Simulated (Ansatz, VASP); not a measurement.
# Rh: VASP beside Ansatz

```
CELL_PARAMETERS angstrom
0.00000 1.90081 1.90081
1.90081 0.00000 1.90081
1.90081 1.90081 0.00000
ATOMIC_POSITIONS crystal
Rh 0.00000 0.00000 0.00000
```

Alike in both runs: task single point; functional r2SCAN; k mesh 14 × 14 × 14; occupations fermi-dirac, width 0.03 eV; no spin polarisation.

```csv
,VASP,Ansatz
version,VASP 6.6.1,Ansatz 0.2.0
potentials or method,"VASP PAW PBE potentials, release 64 (Rh_sv_GW), cutoff 680 eV","plane waves (500 eV) with PAW, scalar-relativistic"
valence electrons in the cell,17,17
```

|  | VASP | Ansatz | Ansatz less VASP |
| --- | --- | --- | --- |
| pressure (GPa) | -0.3 | -0.3 | -0.06 |

VASP's potentials were made for PBE, not for r2SCAN.
